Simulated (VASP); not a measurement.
# KCl (Sylvite) (P1) in VASP: a series of runs

The runs below take KCl (Sylvite) through single point, with PBE.

All numbers are computed with VASP 6.6.1; they aren't measurements. Logs are shortened: lines on timing, memory, paths and dates and some standing lists are left out, and cuts for length are marked.

### Step 1. The cell of the first run

The typed cell holds 2 atoms: a = 4.442 Å, b = 4.442 Å, c = 4.442 Å, α = 60.00°, β = 60.00°, γ = 60.00°.

### Step 2. Single point, PBE

The input, INCAR:

```
PREC     = Accurate       # precision mode
ENCUT    = 500            # plane-wave cutoff, eV
EDIFF    = 1E-6           # SCF threshold, eV
ISMEAR   = 0              # smearing method
SIGMA    = 0.01           # smearing width, eV
LREAL    = False          # projectors in reciprocal space
LASPH    = True           # aspherical terms in the spheres
NELM     = 120            # most SCF steps
ALGO     = Normal         # electronic algorithm
ISIF     = 2              # what is computed and relaxed
LWAVE    = False          # write WAVECAR
LCHARG   = False          # write CHGCAR
GGA      = PE             # functional
NBANDS   = 15             # bands
GGA_COMPAT= False
```

The input, KPOINTS:

```
Automatic mesh
0
Gamma
  4 4 4
```

The input, POSCAR:

```
KCl
1.0
    0.0000000000      3.1412171188      3.1412171188
    3.1412171188      0.0000000000      3.1412171188
    3.1412171188      3.1412171188      0.0000000000
K Cl
1 1
Direct
    0.9634600000      0.0352000000      0.0558700000
    0.4739900000      0.5033200000      0.4998500000
```

Potentials or basis: VASP PAW PBE potentials, release 64 (K_sv, Cl).

Launch:

```
> cat potpaw_PBE.64/K_sv/POTCAR potpaw_PBE.64/Cl/POTCAR > POTCAR
> mpirun -np 1 vasp_std > vasp.out
```

OUTCAR:

```text
PREC = Accurate
   ENCUT = 500
   EDIFF = 1E-6
   ISMEAR = 0
   LREAL = False
   LASPH = True
   NELM = 120
   ISIF = 2
   GGA = PE

 ion  position               nearest neighbor table
   1  0.963  0.035  0.056-   2 2.87   2 3.01   2 3.09   2 3.22
   2  0.474  0.503  0.500-   1 2.87   1 3.01   1 3.09   1 3.22

  LATTYP: Found a face centered cubic cell.
 ALAT       =     6.2824342376

  Lattice vectors:

 A1 = (   0.0000000000,   3.1412171188,   3.1412171188)
 A2 = (   3.1412171188,   0.0000000000,   3.1412171188)
 A3 = (   3.1412171188,   3.1412171188,   0.0000000000)

Analysis of symmetry for initial positions (statically):
=====================================================================
 Subroutine PRICEL returns:
 Original cell was already a primitive cell.

 Routine SETGRP: Setting up the symmetry group for a
 face centered cubic supercell.

 Subroutine GETGRP returns: Found  1 space group operations
 (whereof  1 operations were pure point group operations)
 out of a pool of 48 trial point group operations.

The static configuration has the point symmetry C_1 .

Analysis of symmetry for dynamics (positions and initial velocities):
=====================================================================
 Subroutine PRICEL returns:
 Original cell was already a primitive cell.

 Routine SETGRP: Setting up the symmetry group for a
 face centered cubic supercell.

 Subroutine GETGRP returns: Found  1 space group operations
 (whereof  1 operations were pure point group operations)
 out of a pool of 48 trial point group operations.

The dynamic configuration has the point symmetry C_1 .

 Subroutine INISYM returns: Found  1 space group operations
 (whereof  1 operations are pure point group operations),
 and found     1 'primitive' translations

----------------------------------------------------------------------------------------

                                     Primitive cell

  volume of cell :      61.9903

  direct lattice vectors                    reciprocal lattice vectors
     0.000000000  3.141217119  3.141217119    -0.159173970  0.159173970  0.159173970
     3.141217119  0.000000000  3.141217119     0.159173970 -0.159173970  0.159173970
     3.141217119  3.141217119  0.000000000     0.159173970  0.159173970 -0.159173970

  length of vectors
     4.442351852  4.442351852  4.442351852     0.275697404  0.275697404  0.275697404

  position of ions in fractional coordinates (direct lattice)
     0.963460000  0.035200000  0.055870000
     0.473990000  0.503320000  0.499850000

  ion indices of the primitive-cell ions
   primitive index   ion index
                 1           1
                 2           2

----------------------------------------------------------------------------------------

 KPOINTS: Automatic mesh

Automatic generation of k-mesh.
 Grid dimensions read from file:
 generate k-points for:    4    4    4

 Generating k-lattice:

  Cartesian coordinates                     Fractional coordinates (reciprocal lattice)
    -0.039793493  0.039793493  0.039793493     0.250000000  0.000000000  0.000000000
     0.039793493 -0.039793493  0.039793493     0.000000000  0.250000000  0.000000000
     0.039793493  0.039793493 -0.039793493     0.000000000  0.000000000  0.250000000

  Length of vectors
     0.068924351  0.068924351  0.068924351

  Shift w.r.t. Gamma in fractional coordinates (k-lattice)
     0.000000000  0.000000000  0.000000000

 Subroutine IBZKPT returns following result:
 ===========================================

 Found     36 irreducible k-points:

 Following reciprocal coordinates:
            Coordinates               Weight
  0.000000  0.000000  0.000000      1.000000
  0.250000  0.000000  0.000000      2.000000
  0.000000  0.250000  0.000000      2.000000
  0.000000  0.000000  0.250000      2.000000
  0.250000  0.250000  0.250000      2.000000
  0.500000  0.000000  0.000000      1.000000
[... 16 lines left out ...]
  0.250000  0.500000  0.500000      2.000000
  0.500000  0.000000  0.250000      2.000000
 [... further k-points ...]
   k-points           NKPTS =     36   k-points in BZ     NKDIM =     36   number of bands    NBANDS=     15
   number of dos      NEDOS =    301   number of ions     NIONS =      2
   total plane-waves  NPLWV =  32768
   dimension x,y,z NGX =    32 NGY =   32 NGZ =   32
   dimension x,y,z NGXF=    64 NGYF=   64 NGZF=   64
   ions per type =               1   1
   NGX,Y,Z   is equivalent  to a cutoff of  11.98, 11.98, 11.98 a.u.
   NGXF,Y,Z  is equivalent  to a cutoff of  23.95, 23.95, 23.95 a.u.
 SYSTEM =  unknown system
   PREC   = accura    normal or accurate (medium, high low for compatibility)
   ISTART =      0    job   : 0-new  1-cont  2-samecut
   ICHARG =      2    charge: 1-file 2-atom 10-const
   ISPIN  =      1    spin polarized calculation?
   LNONCOLLINEAR =      F non collinear calculations
   LSORBIT =      F    spin-orbit coupling
   LASPH  =      T    aspherical Exc in radial PAW
   ENCUT  =  500.0 eV  36.75 Ry    6.06 a.u.   8.10  8.10  8.10*2*pi/ulx,y,z
   NELM   =    120;   NELMIN=  2; NELMDL= -5     # of ELM steps
   EDIFF  = 0.1E-05   stopping-criterion for ELM
   LREAL  =      F    real-space projection
   EDIFFG = 0.1E-04   stopping-criterion for IOM
   NSW    =      0    number of steps for IOM
   IBRION =     -1    ionic relax: 0-MD 1-quasi-New 2-CG
   NFREE  =      0    steps in history (QN), initial steepest desc. (CG)
   ISIF   =      2    stress and relaxation
   ISYM   =      2    0-nonsym 1-usesym 2-fastsym
   POTIM  = 0.5000    time-step for ionic-motion
   TEBEG  =    0.0;   TEEND  =   0.0 temperature during run
   PSTRESS=    0.0 pullay stress
   NELECT =      16.0000    total number of electrons
   NUPDOWN=      -1.0000    fix difference up-down
   EMIN   =  10.00;   EMAX   =-10.00  energy-range for DOS
   EFERMI =   0.00;   METHOD = LEGACY
   ISMEAR =     0;   SIGMA  =   0.01  broadening in eV -4-tet -1-fermi 0-gaus
   EFERMI_NEDOS =   21; number of points for ismear=-14 and -15
   IALGO  =     38    algorithm
   IMIX   =      4    mixing-type and parameters
     AMIX     =   0.40;   BMIX     =  1.00
     AMIX_MAG =   1.60;   BMIX_MAG =  1.00
  volume/ion in A,a.u.               =      31.00       209.17
  Fermi-wavevector in a.u.,A,eV,Ry     =   1.042334  1.969725 14.782186  1.086460
  Thomas-Fermi vector in A             =   2.176994
   LORBIT       =      0    0 simple, 1 ext, 2 COOP (PROOUT), +10 PAW based schemes
   GGA     = PE    functional components
   LHFCALC =     F    Hartree Fock is set to
   AEXX    =    0.0000 exact exchange contribution
   IVDW    =     0    specifies the selected vdW correction
   LEPSILON=     F    determine dielectric tensor
   LRPA    =     F    only Hartree local field effects (RPA)
 non-spin polarized calculation
 Gauss-broadening in eV      SIGMA  =   0.01
  energy-cutoff  :      500.00
  volume of cell :       61.99
 maximum number of plane-waves:      1591
   NGX = 17   NGY = 17   NGZ = 17

 number of electron      16.0000000 magnetization

 Free energy of the ion-electron system (eV)
  ---------------------------------------------------
  ext. energy  EPLUGINS =         0.00000000
  ---------------------------------------------------
  free energy    TOTEN  =        -6.72717785 eV

  energy without entropy =       -6.72717785  energy(sigma->0) =       -6.72717785

 E-fermi :  -1.7132     XC(G=0):  -7.5446

 val. band max:       -1.8550074867   @ k =   0.0000   0.0000   0.0000
 cond. band min:       3.3704005239   @ k =   0.0000   0.0000   0.0000
 fundamental gap:      5.2254080106
 Fermi energy:        -1.7132092811

 k-point     1 :       0.0000    0.0000    0.0000
  band No.  band energies     occupation
      1     -28.9751      2.00000
      2     -13.9875      2.00000
      3     -12.4444      2.00000
      4     -12.4381      2.00000
      5     -12.4173      2.00000
      6      -1.8648      2.00000
      7      -1.8631      2.00000
      8      -1.8550      2.00000
      9       3.3704      0.00000
     10       6.5645      0.00000
     11       6.6532      0.00000
     12       6.7567      0.00000
     13       7.5178      0.00000
     14       7.6416      0.00000
     15      10.9065      0.00000

 k-point     2 :       0.2500    0.0000    0.0000
  band No.  band energies     occupation
      1     -28.9693      2.00000
      2     -14.0951      2.00000
      3     -12.4611      2.00000
      4     -12.4455      2.00000
      5     -12.2724      2.00000
      6      -2.4335      2.00000
      7      -2.0076      2.00000
      8      -1.9805      2.00000
      9       4.6186      0.00000
     10       6.2226      0.00000
     11       7.2004      0.00000
     12       7.3048      0.00000
     13       8.4799      0.00000
     14       8.6823      0.00000
     15      11.7396      0.00000

 k-point     3 :       0.0000    0.2500    0.0000
  band No.  band energies     occupation
      1     -28.9694      2.00000
      2     -14.0919      2.00000
      3     -12.4596      2.00000
      4     -12.4461      2.00000
      5     -12.2766      2.00000
      6      -2.4336      2.00000
      7      -2.0099      2.00000
      8      -1.9853      2.00000
      9       4.6190      0.00000
     10       6.2564      0.00000
     11       7.2251      0.00000
     12       7.2929      0.00000
     13       8.4729      0.00000
     14       8.6441      0.00000
     15      11.7051      0.00000

 k-point     4 :       0.0000    0.0000    0.2500
  band No.  band energies     occupation
      1     -28.9695      2.00000
      2     -14.0846      2.00000
      3     -12.4566      2.00000
      4     -12.4467      2.00000
      5     -12.2863      2.00000
      6      -2.4329      2.00000
      7      -2.0158      2.00000
      8      -1.9967      2.00000
      9       4.6211      0.00000
     10       6.3377      0.00000
     11       7.2335      0.00000
     12       7.3197      0.00000
     13       8.4445      0.00000
     14       8.5569      0.00000
     15      11.6323      0.00000
[... 307 lines left out ...]
 k-point    22 :      -0.2500    0.2500   -0.2500
  band No.  band energies     occupation
      1     -28.9621      2.00000
      2     -14.0665      2.00000
      3     -12.5142      2.00000
      4     -12.4799      2.00000
      5     -12.2929      2.00000
      6      -2.5884      2.00000
      7      -2.2246      2.00000
      8      -2.0981      2.00000
      9       5.6211      0.00000
     10       6.4253      0.00000
     11       7.7814      0.00000
     12       8.7705      0.00000
     13       9.1606      0.00000
     14       9.4641      0.00000
     15      10.0166      0.00000

 k-point    23 :       0.2500    0.5000    0.5000
  band No.  band energies     occupation
      1     -28.9622      2.00000
      2     -14.0597      2.00000
      3     -12.5220      2.00000
      4     -12.4744      2.00000
      5     -12.2978      2.00000
      6      -2.5800      2.00000
      7      -2.2310      2.00000
      8      -2.1114      2.00000
      9       5.5905      0.00000
     10       6.3787      0.00000
     11       8.2063      0.00000
     12       8.8828      0.00000
     13       8.9274      0.00000
     14       9.3054      0.00000
     15      10.0501      0.00000

 k-point    24 :       0.5000    0.0000    0.2500
  band No.  band energies     occupation
      1     -28.9621      2.00000
      2     -14.0696      2.00000
      3     -12.5150      2.00000
      4     -12.4832      2.00000
      5     -12.2857      2.00000
      6      -2.5883      2.00000
      7      -2.2279      2.00000
      8      -2.0865      2.00000
      9       5.5606      0.00000
     10       6.4122      0.00000
     11       7.8953      0.00000
     12       8.9056      0.00000
     13       9.0151      0.00000
     14       9.4440      0.00000
     15       9.9288      0.00000

 [... further k-points ...]

------------------------ aborting loop because EDIFF is reached ----------------------------------------

  FORCE on cell =-STRESS in cart. coord.  units (eV):
  Direction    XX          YY          ZZ          XY          YZ          ZX
  --------------------------------------------------------------------------------------
  -------------------------------------------------------------------------------------
  Total        1.0937635      0.4752134      0.3127254     -0.1118036     -0.0224975     -0.0505820
  in kB       28.2689816     12.2821795      8.0825767     -2.8896310     -0.5814615     -1.3073228
  external PRESSURE =      16.2112459 kB  Pullay stress =       0.0000000 kB

 VOLUME and BASIS-vectors are now :
 -----------------------------------------------------------------------------
  energy-cutoff  :      500.00
  volume of cell :       61.99
      direct lattice vectors                 reciprocal lattice vectors
     0.000000000  3.141217119  3.141217119    -0.159173970  0.159173970  0.159173970
     3.141217119  0.000000000  3.141217119     0.159173970 -0.159173970  0.159173970
     3.141217119  3.141217119  0.000000000     0.159173970  0.159173970 -0.159173970

 POSITION                                       TOTAL-FORCE (eV/Angst)
 -----------------------------------------------------------------------------------
      0.28607      3.20194      3.13701        -0.463587     -0.181898     -0.078227
      3.15117      3.05904      3.06994         0.463587      0.181898      0.078227
 -----------------------------------------------------------------------------------
    total drift:                               -0.000199     -0.000032     -0.000107

  FREE ENERGIE OF THE ION-ELECTRON SYSTEM (eV)
  ---------------------------------------------------
  free  energy   TOTEN  =        -6.7271778491 eV

  energy  without entropy=       -6.7271778491  energy(sigma->0) =       -6.72717785
```

Run time: 11 s. Hardware: 1 thread of Intel Xeon 6975P-C (Granite Rapids), shared host; peak memory 0.18 GiB.

What came out:

* Free energy: -6.7272 eV
* Pressure: 1.6 GPa
* Largest force: 0.504 eV/Å
* Band gap on the k mesh: 5.23 eV, direct

Forces on the atoms (eV/Å):
```
K   -0.464 -0.182 -0.078
Cl   0.464  0.182  0.078
```

Levels at points of the mesh, in eV from the valence-band top:
```tsv
k point	band 6	band 7	band 8	band 9	band 10	band 11
(0.00, 0.00, 0.00)	-0.01	-0.01	0.00	5.23	8.42	8.51
(0.50, 0.00, 0.00)	-1.02	-0.29	-0.26	7.53	8.52	10.32
(0.00, 0.50, 0.00)	-1.02	-0.29	-0.26	7.55	8.55	10.31
(0.00, 0.00, 0.50)	-1.03	-0.30	-0.28	7.58	8.63	10.31
(0.50, 0.50, 0.50)	-1.03	-0.32	-0.31	7.63	8.72	10.40
(0.50, 0.50, 0.00)	-0.63	-0.24	-0.20	6.71	8.30	10.06
(0.00, 0.50, 0.50)	-0.60	-0.21	-0.20	6.61	8.40	9.35
(0.50, 0.00, 0.50)	-0.63	-0.24	-0.19	6.68	8.33	9.83
```

Caveat: the k points lie up to 0.43 Å⁻¹ apart. A hybrid or GW would open this gap; PBE tends to underestimate it.

(Continued in part 2 of 2.)
